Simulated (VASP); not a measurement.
A run of VASP 6.6.1 is set up as follows.

INCAR

```
SYSTEM = LaAgS2
  PREC = Accurate
  ENCUT = 520
  EDIFF = 1E-6
  ISMEAR = 0
  SIGMA = 0.01
  LREAL = .FALSE.
  LASPH = .TRUE.
  NELM = 60
  ALGO = Normal
  ISIF = 2
  LWAVE = .FALSE.
  LCHARG = .FALSE.
  GGA = PE
  NBANDS = 44
```

File KPOINTS:

```
Automatic mesh
0
G
  6 6 6
  0 0 0
```

File POSCAR:

```
LaAgS2
1.0
    2.2757980384      1.3139326101     10.3656504107
   -2.2757980384      1.3139326101     10.3656504107
    0.0000000000     -2.6278652202     10.3656504107
Ag La S
2 2 4
Direct
    0.8539073340      0.8539073340      0.8539073340
    0.1460926660      0.1460926660      0.1460926660
    0.3896190939      0.3896190939      0.3896190939
    0.6103809061      0.6103809061      0.6103809061
    0.5000000000      0.5000000000      0.5000000000
    0.7514607060      0.7514607060      0.7514607060
    1.0000000000      0.0000000000      0.0000000000
    0.2485392940      0.2485392940      0.2485392940
```

Potentials or basis: VASP PAW PBE potentials, release 64 (Ag, La, S).

Command:

```sh
$ cat potpaw_PBE.64/Ag/POTCAR potpaw_PBE.64/La/POTCAR potpaw_PBE.64/S/POTCAR > POTCAR
$ mpirun -np 1 vasp_std > vasp.out
```

**Question.** What does it give for the band gap on the k mesh?

**Answer.** 0.71 eV.

**Question.** Estimate the pressure.

**Answer.** -0.1 GPa.

Forces on the atoms (eV/Å):
```
Ag   0.000  0.000 -0.006
Ag   0.000  0.000  0.006
La   0.000  0.000  0.004
La   0.000  0.000 -0.004
S    0.000  0.000  0.000
S    0.000  0.000 -0.005
S    0.000  0.000  0.000
S    0.000  0.000  0.005
```

Caveat: semilocal functionals underestimate gaps, and a narrow one can read as zero; spin-orbit coupling is left out, which moves the levels of the heavy elements. A k mesh can miss the band edges.
